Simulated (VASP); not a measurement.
Runs of VASP 6.6.1 on N. The structure is that of space group P4_2/mnm (No. 136), or close to it. The cells are those of the table. 

| cell | gap on the mesh (eV) | pressure (GPa) | largest force (eV/Å) |
| --- | --- | --- | --- |
| a = 3.742, b = 3.742, c = 6.368 Å, 4 atoms | 7.64 | 23.3 | 19.62 |
| a = 4.311, b = 4.311, c = 4.797 Å, 4 atoms | (b) | -11.4 | 7.65 |
| a = 4.199, b = 4.199, c = 5.057 Å, 4 atoms | 6.37 | (a) | 4.50 |
| a = 4.140, b = 4.140, c = 5.202 Å, 4 atoms | 6.54 | -4.1 | 2.51 |
| a = 3.843, b = 3.843, c = 6.037 Å, 4 atoms | 7.37 | 14.6 | 12.25 |
| a = 4.018, b = 4.018, c = 5.523 Å, 4 atoms | 6.88 | 2.5 | 2.50 |

Alike in all rows: task single point; level LDA; potentials or basis VASP PAW LDA potentials, release 64 (N); no spin polarisation; k mesh 6 × 6 × 6; cutoff (eV) 520; smearing gaussian 0.05 eV.

Q: Estimate the missing entries.

A: (a) -6.8; (b) 6.04.

Caveats: the standard files for N, O and F lose accuracy on very short bonds; forces of over 1 eV/Å act on the atoms, so gaps and moduli don't describe the material at rest; the cell stands under tension (at least some runs); the cell stands under pressure (at least some runs).

A k mesh can miss the band edges.
